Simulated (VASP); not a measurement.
**CS2: single point with PBE+D3(BJ)**

CS2:

```
S C
1.0
    10.62659    0.00000    0.00000
     0.00000   10.62659    0.00000
     0.00000    0.00000   10.62659
S C
24 12
Direct
  0.48952 0.70972 0.77113
  0.65743 0.75467 0.53427
  0.23116 0.38125 0.80041
  0.45564 0.37888 0.61095
  0.23798 0.00088 0.83619
  0.33540 0.98272 0.55964
  0.94841 0.88917 0.64007
  0.98144 0.08961 0.42792
  0.80180 0.48747 0.97113
  0.06826 0.46932 0.09294
  0.46295 0.20695 0.29290
  0.70377 0.37095 0.33042
  0.56048 0.96985 0.99671
  0.55500 0.25496 0.92725
  0.75838 0.77531 0.19604
  0.95945 0.82314 0.98748
  0.42124 0.60854 0.34982
  0.43084 0.55614 0.06088
  0.91189 0.48887 0.60545
  0.13756 0.40671 0.43607
  0.86894 0.14632 0.12531
  0.91985 0.16340 0.83671
  0.09249 0.74313 0.33615
  0.26845 0.92543 0.18764
  0.57382 0.73228 0.65303
  0.34304 0.38004 0.70532
  0.28680 0.99191 0.69796
  0.96499 0.98910 0.53376
  0.93517 0.47823 0.03140
  0.58369 0.28865 0.31121
  0.55726 0.11240 0.96168
  0.85899 0.79992 0.09171
  0.42588 0.58289 0.20546
  0.02456 0.44736 0.52060
  0.89490 0.15465 0.98109
  0.17959 0.83477 0.26205
```

- Program: VASP 6.6.1
- Task: single point
- Functional: PBE
- Dispersion: D3(BJ)
- Potentials or basis: VASP PAW PBE potentials, release 64 (S, C)
- Cutoff: 520 eV
- k mesh: 1 × 1 × 1
- Occupations: fermi-dirac, width 0.02 eV
- Spin: no spin polarisation
- Dipole correction: no
- Further INCAR settings: LREAL = Auto; ALGO = Normal; EDIFF = 1e-07; NBANDS = 120

```yaml
Pressure: -0.6 GPa
Largest_force: 0.292 eV/Å
Band_gap_on_the_k_mesh: 3.03 eV
Dispersion_energy_per_atom: -0.122 eV
```

Forces in eV/Å, atoms in the order of the input:
```
S    0.133  0.043 -0.210
S   -0.147 -0.052  0.239
S    0.179  0.015 -0.151
S   -0.178  0.005  0.145
S    0.074 -0.008 -0.236
S   -0.095  0.014  0.245
S    0.043  0.163 -0.200
S   -0.033 -0.178  0.229
S    0.175  0.005  0.083
S   -0.230  0.041 -0.094
S    0.211  0.148  0.033
S   -0.190 -0.127 -0.031
S    0.001  0.225 -0.052
S    0.000 -0.261  0.061
S    0.168  0.039 -0.170
S   -0.169 -0.035  0.177
S    0.021 -0.042 -0.271
S   -0.017  0.037  0.268
S    0.198 -0.086 -0.133
S   -0.198  0.063  0.141
S    0.047  0.009 -0.233
S   -0.031 -0.017  0.247
S    0.164  0.159 -0.126
S   -0.145 -0.148  0.120
C   -0.004 -0.020  0.004
C    0.011  0.001 -0.013
C    0.017  0.010 -0.032
C   -0.011  0.001 -0.014
C    0.008  0.002 -0.009
C   -0.017 -0.002 -0.014
C    0.007  0.010 -0.011
C   -0.004 -0.017  0.023
C    0.009 -0.010  0.003
C    0.008 -0.009 -0.016
C    0.004  0.015 -0.008
C   -0.008  0.005  0.003
```

Stress tensor (GPa, compression positive):
```
-0.67 -0.12  0.31
-0.12 -0.39  0.11
 0.31  0.11 -0.83
```

Levels at points of the mesh, in eV from the valence-band top:
| k point | band 92 | band 93 | band 94 | band 95 | band 96 | band 97 | band 98 | band 99 | band 100 | band 101 |
| --- | --- | --- | --- | --- | --- | --- | --- | --- | --- | --- |
| (0.00, 0.00, 0.00) | -0.18 | -0.17 | -0.11 | -0.07 | 0.00 | 3.03 | 3.07 | 3.18 | 3.24 | 3.28 |

Wall time 5.7 min on 1 thread of Intel(R) Xeon(R) Platinum 8488C (Sapphire Rapids), on a shared host, peak memory 0.87 GiB.

Caveat: the k points lie up to 0.59 Å⁻¹ apart.
